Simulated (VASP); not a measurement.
# CaS (Fm-3m) in VASP: settings compared, part 2 of 2

VASP 6.6.1. Earlier steps stand in the parts before.

## Step 5: Single point, PBE

This run uses another cell than the first one, of 23.29 Å³/atom, 1.008 times its volume.

INCAR reads:

```
  PREC = Accurate
  ENCUT = 500
  EDIFF = 1E-6
  ISMEAR = -1
  SIGMA = 0.02
  LREAL = F
  LASPH = T
  NELM = 120
  ALGO = Normal
  ISIF = 2
  LWAVE = F
  LCHARG = F
  GGA = PE
  NBANDS = 15
  GGA_COMPAT = F
```

KPOINTS reads:

```
regular mesh
0
Gamma
  8 8 8
```

POSCAR reads:

```
CaS
1.0
    0.0000000000      2.8558999548      2.8558999548
    2.8558999548      0.0000000000      2.8558999548
    2.8558999548      2.8558999548      0.0000000000
Ca S
1 1
Direct
    0.0000000000      0.0000000000      0.0000000000
    0.5000000000      0.5000000000      0.5000000000
```

Potentials or basis: VASP PAW PBE potentials, release 64 (Ca_sv, S).

The run is started by

```sh
$ cat potpaw_PBE.64/Ca_sv/POTCAR potpaw_PBE.64/S/POTCAR > POTCAR
$ mpirun -np 1 vasp_std > vasp.out
```

OUTCAR:

```text
PREC = Accurate
   ENCUT = 500
   EDIFF = 1E-6
   ISMEAR = -1
   LREAL = F
   LASPH = T
   NELM = 120
   ISIF = 2
   GGA = PE

 ion  position               nearest neighbor table
   1  0.000  0.000  0.000-   2 2.86   2 2.86   2 2.86   2 2.86   2 2.86   2 2.86
   2  0.500  0.500  0.500-   1 2.86   1 2.86   1 2.86   1 2.86   1 2.86   1 2.86

  LATTYP: Found a face centered cubic cell.
 ALAT       =     5.7117999096

  Lattice vectors:

 A1 = (   0.0000000000,   2.8558999548,   2.8558999548)
 A2 = (   2.8558999548,   0.0000000000,   2.8558999548)
 A3 = (   2.8558999548,   2.8558999548,   0.0000000000)

Analysis of symmetry for initial positions (statically):
=====================================================================
 Subroutine PRICEL returns:
 Original cell was already a primitive cell.

 Routine SETGRP: Setting up the symmetry group for a
 face centered cubic supercell.

 Subroutine GETGRP returns: Found 48 space group operations
 (whereof 48 operations were pure point group operations)
 out of a pool of 48 trial point group operations.

The static configuration has the point symmetry O_h .

Analysis of symmetry for dynamics (positions and initial velocities):
=====================================================================
 Subroutine PRICEL returns:
 Original cell was already a primitive cell.

 Routine SETGRP: Setting up the symmetry group for a
 face centered cubic supercell.

 Subroutine GETGRP returns: Found 48 space group operations
 (whereof 48 operations were pure point group operations)
 out of a pool of 48 trial point group operations.

The dynamic configuration has the point symmetry O_h .

 Subroutine INISYM returns: Found 48 space group operations
 (whereof 48 operations are pure point group operations),
 and found     1 'primitive' translations

----------------------------------------------------------------------------------------

                                     Primitive cell

  volume of cell :      46.5864

  direct lattice vectors                    reciprocal lattice vectors
     0.000000000  2.855899955  2.855899955    -0.175076161  0.175076161  0.175076161
     2.855899955  0.000000000  2.855899955     0.175076161 -0.175076161  0.175076161
     2.855899955  2.855899955  0.000000000     0.175076161  0.175076161 -0.175076161

  length of vectors
     4.038852449  4.038852449  4.038852449     0.303240806  0.303240806  0.303240806

  position of ions in fractional coordinates (direct lattice)
     0.000000000  0.000000000  0.000000000
     0.500000000  0.500000000  0.500000000

  ion indices of the primitive-cell ions
   primitive index   ion index
                 1           1
                 2           2

----------------------------------------------------------------------------------------

 KPOINTS: regular mesh

Automatic generation of k-mesh.
 Grid dimensions read from file:
 generate k-points for:    8    8    8

 Generating k-lattice:

  Cartesian coordinates                     Fractional coordinates (reciprocal lattice)
    -0.021884520  0.021884520  0.021884520     0.125000000  0.000000000  0.000000000
     0.021884520 -0.021884520  0.021884520     0.000000000  0.125000000  0.000000000
     0.021884520  0.021884520 -0.021884520     0.000000000  0.000000000  0.125000000
[... 40 lines left out ...]
   number of dos      NEDOS =    301   number of ions     NIONS =      2
   total plane-waves  NPLWV =  27000
   dimension x,y,z NGX =    30 NGY =   30 NGZ =   30
   dimension x,y,z NGXF=    60 NGYF=   60 NGZF=   60
   ions per type =               1   1
   NGX,Y,Z   is equivalent  to a cutoff of  12.35, 12.35, 12.35 a.u.
   NGXF,Y,Z  is equivalent  to a cutoff of  24.70, 24.70, 24.70 a.u.
 SYSTEM =  unknown system
   PREC   = accura    normal or accurate (medium, high low for compatibility)
   ISTART =      0    job   : 0-new  1-cont  2-samecut
   ICHARG =      2    charge: 1-file 2-atom 10-const
   ISPIN  =      1    spin polarized calculation?
   LNONCOLLINEAR =      F non collinear calculations
   LSORBIT =      F    spin-orbit coupling
   LASPH  =      T    aspherical Exc in radial PAW
   ENCUT  =  500.0 eV  36.75 Ry    6.06 a.u.   7.36  7.36  7.36*2*pi/ulx,y,z
   NELM   =    120;   NELMIN=  2; NELMDL= -5     # of ELM steps
   EDIFF  = 0.1E-05   stopping-criterion for ELM
   LREAL  =      F    real-space projection
   EDIFFG = 0.1E-04   stopping-criterion for IOM
   NSW    =      0    number of steps for IOM
   IBRION =     -1    ionic relax: 0-MD 1-quasi-New 2-CG
   NFREE  =      0    steps in history (QN), initial steepest desc. (CG)
   ISIF   =      2    stress and relaxation
   ISYM   =      2    0-nonsym 1-usesym 2-fastsym
   POTIM  = 0.5000    time-step for ionic-motion
   TEBEG  =    0.0;   TEEND  =   0.0 temperature during run
   PSTRESS=    0.0 pullay stress
   NELECT =      16.0000    total number of electrons
   NUPDOWN=      -1.0000    fix difference up-down
   EMIN   =  10.00;   EMAX   =-10.00  energy-range for DOS
   EFERMI =   0.00;   METHOD = LEGACY
   ISMEAR =    -1;   SIGMA  =   0.02  broadening in eV -4-tet -1-fermi 0-gaus
   EFERMI_NEDOS =   21; number of points for ismear=-14 and -15
   IALGO  =     38    algorithm
   IMIX   =      4    mixing-type and parameters
     AMIX     =   0.40;   BMIX     =  1.00
     AMIX_MAG =   1.60;   BMIX_MAG =  1.00
  volume/ion in A,a.u.               =      23.29       157.19
  Fermi-wavevector in a.u.,A,eV,Ry     =   1.146468  2.166510 17.883338  1.314388
  Thomas-Fermi vector in A             =   2.283152
   LORBIT       =      0    0 simple, 1 ext, 2 COOP (PROOUT), +10 PAW based schemes
   GGA     = PE    functional components
   LHFCALC =     F    Hartree Fock is set to
   AEXX    =    0.0000 exact exchange contribution
   IVDW    =     0    specifies the selected vdW correction
   LEPSILON=     F    determine dielectric tensor
   LRPA    =     F    only Hartree local field effects (RPA)
 non-spin polarized calculation
  energy-cutoff  :      500.00
  volume of cell :       46.59
 maximum number of plane-waves:      1243
 NGX is ok and might be reduce to    30
   NGX = 15   NGY = 15   NGZ = 15

 number of electron      16.0000004 magnetization

 Free energy of the ion-electron system (eV)
  ---------------------------------------------------
  ext. energy  EPLUGINS =         0.00000000
  ---------------------------------------------------
  free energy    TOTEN  =       -10.36486876 eV

  energy without entropy =      -10.36486876  energy(sigma->0) =      -10.36486876

 E-fermi :   3.0510     XC(G=0):  -9.2773

 val. band max:        2.6654909428   @ k =   0.0000   0.0000   0.0000
 cond. band min:       5.0423822806   @ k =   0.5000   0.5000   0.0000
 fundamental gap:      2.3768913378
 Fermi energy:         3.0509956505

 k-point     1 :       0.0000    0.0000    0.0000
  band No.  band energies     occupation
      1     -36.5628      2.00000
      2     -17.5416      2.00000
      3     -17.5416      2.00000
      4     -17.5416      2.00000
      5      -8.6314      2.00000
      6       2.6655      2.00000
      7       2.6655      2.00000
      8       2.6655      2.00000
      9       6.7580      0.00000
     10       6.8313      0.00000
     11       6.8313      0.00000
     12       6.8313      0.00000
     13       7.4174      0.00000
     14       7.4174      0.00000
[... 401 lines left out ...]
      2     -17.6721      2.00000
      3     -17.5893      2.00000
      4     -17.5668      2.00000
      5      -7.8718      2.00000
      6       0.0630      2.00000
      7       1.1878      2.00000
      8       1.5149      2.00000
      9       7.6349      0.00000
     10       7.9542      0.00000
     11       9.0742      0.00000
     12       9.3804      0.00000
     13       9.6655      0.00000
     14      10.6300      0.00000
     15      11.8964      0.00000

 [... further k-points ...]

------------------------ aborting loop because EDIFF is reached ----------------------------------------

  FORCE on cell =-STRESS in cart. coord.  units (eV):
  Direction    XX          YY          ZZ          XY          YZ          ZX
  --------------------------------------------------------------------------------------
  -------------------------------------------------------------------------------------
  Total        0.0417670      0.0417670      0.0417670      0.0000000      0.0000000      0.0000000
  in kB        1.4364331      1.4364331      1.4364331      0.0000000      0.0000000      0.0000000
  external PRESSURE =       1.4364331 kB  Pullay stress =       0.0000000 kB

 VOLUME and BASIS-vectors are now :
 -----------------------------------------------------------------------------
  energy-cutoff  :      500.00
  volume of cell :       46.59
      direct lattice vectors                 reciprocal lattice vectors
     0.000000000  2.855899955  2.855899955    -0.175076161  0.175076161  0.175076161
     2.855899955  0.000000000  2.855899955     0.175076161 -0.175076161  0.175076161
     2.855899955  2.855899955  0.000000000     0.175076161  0.175076161 -0.175076161

 POSITION                                       TOTAL-FORCE (eV/Angst)
 -----------------------------------------------------------------------------------
      0.00000      0.00000      0.00000        -0.000000     -0.000000     -0.000000
      2.85590      2.85590      2.85590         0.000000      0.000000      0.000000
 -----------------------------------------------------------------------------------
    total drift:                               -0.000000      0.000000      0.000000

  FREE ENERGIE OF THE ION-ELECTRON SYSTEM (eV)
  ---------------------------------------------------
  free  energy   TOTEN  =       -10.3648687636 eV

  energy  without entropy=      -10.3648687636  energy(sigma->0) =      -10.36486876
```

OSZICAR:

```text
N       E                     dE             d eps       ncg     rms          rms(c)
DAV:   1     0.110652006243E+03    0.11065E+03   -0.74550E+03   870   0.976E+02
DAV:   2    -0.582926316409E+01   -0.11648E+03   -0.10951E+03  1059   0.249E+02
DAV:   3    -0.104002005623E+02   -0.45709E+01   -0.45292E+01  1185   0.479E+01
DAV:   4    -0.106215093086E+02   -0.22131E+00   -0.22119E+00  1242   0.913E+00
DAV:   5    -0.106230337254E+02   -0.15244E-02   -0.15244E-02  1150   0.878E-01    0.504E+00
DAV:   6    -0.103650033977E+02    0.25803E+00   -0.40203E-01  1052   0.326E+00    0.336E+00
DAV:   7    -0.103580425851E+02    0.69608E-02   -0.10808E-01  1114   0.204E+00    0.180E+00
DAV:   8    -0.103650270829E+02   -0.69845E-02   -0.20436E-02   982   0.117E+00    0.336E-01
DAV:   9    -0.103645597689E+02    0.46731E-03   -0.11011E-03  1094   0.317E-01    0.854E-02
DAV:  10    -0.103648249907E+02   -0.26522E-03   -0.31177E-04  1058   0.125E-01    0.276E-02
DAV:  11    -0.103648689912E+02   -0.44001E-04   -0.76918E-05  1052   0.715E-02    0.247E-02
DAV:  12    -0.103648687636E+02    0.22764E-06   -0.40870E-06  1123   0.141E-02
   1 F= -.10364869E+02 E0= -.10364869E+02  d E =-.202272E-10
```

It took 38 s on 1 thread of Intel Xeon 8259CL, shared host; peak memory 0.17 GiB.

What came out:

- Free energy: -10.3649 eV
- Pressure: 0.1 GPa
- Band gap on the k mesh: 2.38 eV, indirect (least direct gap 3.18 eV)

Levels at points of the mesh, in eV from the valence-band top:
```
           k point  band 4  band 5  band 6  band 7  band 8  band 9  band 10  band 11  band 12  band 13
(0.00, 0.00, 0.00)  -20.21  -11.30    0.00    0.00    0.00    4.09     4.17     4.17     4.17     4.75
(0.50, 0.00, 0.00)  -20.22  -10.50   -3.06   -1.14   -1.14    5.20     6.03     6.17     6.17     8.09
(0.50, 0.50, 0.00)  -20.25  -10.68   -2.26   -0.80   -0.80    2.38     5.59     5.98     6.73     6.75
```

## Step 6: Single point, PBE

INCAR is that of step 5.

KPOINTS is that of step 5.

POSCAR reads:

```
CaS
1.0
    0.0000000000      2.8479335931      2.8479335931
    2.8479335931      0.0000000000      2.8479335931
    2.8479335931      2.8479335931      0.0000000000
Ca S
1 1
Direct
    0.0000000000      0.0000000000      0.0000000000
    0.5000000000      0.5000000000      0.5000000000
```

Potentials or basis: VASP PAW PBE potentials, release 64 (Ca_sv, S).

The run is started by

```sh
$ cat potpaw_PBE.64/Ca_sv/POTCAR potpaw_PBE.64/S/POTCAR > POTCAR
$ mpirun -np 1 vasp_std > vasp.out
```

OUTCAR:

```text
PREC = Accurate
   ENCUT = 500
   EDIFF = 1E-6
   ISMEAR = -1
   LREAL = F
   LASPH = T
   NELM = 120
   ISIF = 2
   GGA = PE

 ion  position               nearest neighbor table
   1  0.000  0.000  0.000-   2 2.85   2 2.85   2 2.85   2 2.85   2 2.85   2 2.85
   2  0.500  0.500  0.500-   1 2.85   1 2.85   1 2.85   1 2.85   1 2.85   1 2.85

  LATTYP: Found a face centered cubic cell.
 ALAT       =     5.6958671862

  Lattice vectors:

 A1 = (   0.0000000000,   2.8479335931,   2.8479335931)
 A2 = (   2.8479335931,   0.0000000000,   2.8479335931)
 A3 = (   2.8479335931,   2.8479335931,   0.0000000000)

Analysis of symmetry for initial positions (statically):
=====================================================================
 Subroutine PRICEL returns:
 Original cell was already a primitive cell.

 Routine SETGRP: Setting up the symmetry group for a
 face centered cubic supercell.

 Subroutine GETGRP returns: Found 48 space group operations
 (whereof 48 operations were pure point group operations)
 out of a pool of 48 trial point group operations.

The static configuration has the point symmetry O_h .

Analysis of symmetry for dynamics (positions and initial velocities):
=====================================================================
 Subroutine PRICEL returns:
 Original cell was already a primitive cell.

 Routine SETGRP: Setting up the symmetry group for a
 face centered cubic supercell.

 Subroutine GETGRP returns: Found 48 space group operations
 (whereof 48 operations were pure point group operations)
 out of a pool of 48 trial point group operations.

The dynamic configuration has the point symmetry O_h .

 Subroutine INISYM returns: Found 48 space group operations
 (whereof 48 operations are pure point group operations),
 and found     1 'primitive' translations

----------------------------------------------------------------------------------------

                                     Primitive cell

[... 114 lines left out ...]
   LORBIT       =      0    0 simple, 1 ext, 2 COOP (PROOUT), +10 PAW based schemes
   GGA     = PE    functional components
   LHFCALC =     F    Hartree Fock is set to
   AEXX    =    0.0000 exact exchange contribution
   IVDW    =     0    specifies the selected vdW correction
   LEPSILON=     F    determine dielectric tensor
   LRPA    =     F    only Hartree local field effects (RPA)
 non-spin polarized calculation
  energy-cutoff  :      500.00
  volume of cell :       46.20
 maximum number of plane-waves:      1211
 NGX is ok and might be reduce to    30
   NGX = 15   NGY = 15   NGZ = 15

 number of electron      16.0000004 magnetization

 Free energy of the ion-electron system (eV)
  ---------------------------------------------------
  ext. energy  EPLUGINS =         0.00000000
  ---------------------------------------------------
  free energy    TOTEN  =       -10.36379478 eV

  energy without entropy =      -10.36379478  energy(sigma->0) =      -10.36379478

 E-fermi :   3.1435     XC(G=0):  -9.3134

 val. band max:        2.7246362302   @ k =   0.0000   0.0000   0.0000
 cond. band min:       5.0829312617   @ k =   0.5000   0.5000   0.0000
 fundamental gap:      2.3582950315
 Fermi energy:         3.1434850123

 k-point     1 :       0.0000    0.0000    0.0000
  band No.  band energies     occupation
      1     -36.4743      2.00000
      2     -17.4542      2.00000
      3     -17.4542      2.00000
      4     -17.4542      2.00000
      5      -8.5997      2.00000
      6       2.7246      2.00000
      7       2.7246      2.00000
      8       2.7246      2.00000
      9       6.8693      0.00000
     10       6.8896      0.00000
     11       6.8896      0.00000
     12       6.8896      0.00000
     13       7.4830      0.00000
     14       7.4830      0.00000
[... 401 lines left out ...]
      2     -17.5898      2.00000
      3     -17.5036      2.00000
      4     -17.4803      2.00000
      5      -7.8249      2.00000
      6       0.0977      2.00000
      7       1.2306      2.00000
      8       1.5590      2.00000
      9       7.7067      0.00000
     10       8.0285      0.00000
     11       9.1634      0.00000
     12       9.4785      0.00000
     13       9.7615      0.00000
     14      10.7278      0.00000
     15      12.0185      0.00000

 [... further k-points ...]
[... 5 lines left out ...]
  --------------------------------------------------------------------------------------
  -------------------------------------------------------------------------------------
  Total        0.1832489      0.1832489      0.1832489      0.0000000      0.0000000     -0.0000000
  in kB        6.3552451      6.3552451      6.3552451      0.0000000      0.0000000     -0.0000000
  external PRESSURE =       6.3552451 kB  Pullay stress =       0.0000000 kB

 VOLUME and BASIS-vectors are now :
 -----------------------------------------------------------------------------
  energy-cutoff  :      500.00
  volume of cell :       46.20
      direct lattice vectors                 reciprocal lattice vectors
     0.000000000  2.847933593  2.847933593    -0.175565891  0.175565891  0.175565891
     2.847933593  0.000000000  2.847933593     0.175565891 -0.175565891  0.175565891
     2.847933593  2.847933593  0.000000000     0.175565891  0.175565891 -0.175565891

 POSITION                                       TOTAL-FORCE (eV/Angst)
 -----------------------------------------------------------------------------------
      0.00000      0.00000      0.00000         0.000000      0.000000      0.000000
      2.84793      2.84793      2.84793        -0.000000     -0.000000     -0.000000
 -----------------------------------------------------------------------------------
    total drift:                               -0.000000      0.000000      0.000000

  FREE ENERGIE OF THE ION-ELECTRON SYSTEM (eV)
  ---------------------------------------------------
  free  energy   TOTEN  =       -10.3637947836 eV

  energy  without entropy=      -10.3637947836  energy(sigma->0) =      -10.36379478
```

stdout:

```text
POSCAR found type information on POSCAR CaS
 POSCAR found :  2 types and       2 ions
 scaLAPACK will be used
 LDA part: xc-table for (Slater+PW92), standard interpolation
 POSCAR, INCAR and KPOINTS ok, starting setup
 FFT: planning ... GRIDC
 FFT: planning ... GRID_SOFT
 FFT: planning ... GRID
 WAVECAR not read
 entering main loop
```

Run time: 40 s. Hardware: 1 thread of Intel Xeon 8259CL, shared host; peak memory 0.17 GiB.

What came out:

```yaml
Free_energy: -10.3638 eV
Pressure: 0.6 GPa
Band_gap_on_the_k_mesh: 2.36 eV, indirect (least direct gap 3.16 eV)
```

Levels at points of the mesh, in eV from the valence-band top:
```csv
k point,band 6,band 7,band 8,band 9,band 10,band 11
"(0.00, 0.00, 0.00)",0.00,0.00,0.00,4.14,4.16,4.16
"(0.50, 0.00, 0.00)",-3.09,-1.16,-1.16,5.22,6.06,6.20
"(0.50, 0.50, 0.00)",-2.27,-0.81,-0.81,2.36,5.60,6.02
```

A k mesh can miss the band edges. As with any semilocal functional, this PBE gap is likely too small.

## Step 7: Overview

| level | potentials or basis | cell | k mesh | smearing | gap on the mesh (eV) | pressure (GPa) |
| --- | --- | --- | --- | --- | --- | --- |
| PBE | VASP PAW PBE potentials, release 64 (Ca_sv, S) | a = 4.028 Å, angles 60.0°, 2 atoms | 4 × 4 × 4 | gaussian 0.01 eV | 2.35 | 0.7 |
| LDA | VASP PAW LDA potentials, release 64 (Ca_sv, S) | a = 3.935 Å, angles 60.0°, 2 atoms | 8 × 8 × 8 | fermi-dirac 0.02 eV | 1.96 | 0.2 |
| PBEsol | VASP PAW PBE potentials, release 64 (Ca_sv, S) | a = 3.983 Å, angles 60.0°, 2 atoms | 8 × 8 × 8 | fermi-dirac 0.02 eV | 2.15 | 0.2 |
| PBE | VASP PAW PBE potentials, release 64 (Ca_sv, S) | a = 4.039 Å, angles 60.0°, 2 atoms | 8 × 8 × 8 | fermi-dirac 0.02 eV | 2.38 | 0.1 |
| PBE | VASP PAW PBE potentials, release 64 (Ca_sv, S) | a = 4.028 Å, angles 60.0°, 2 atoms | 8 × 8 × 8 | fermi-dirac 0.02 eV | 2.36 | 0.6 |

Alike in all rows: task single point; no spin polarisation; cutoff (eV) 500.

Caveats: some runs use coarse meshes; the PAW data sets were made with another functional, which shifts forces and pressure a little (some runs).

Absolute energies hang on the potentials; compare differences alone.
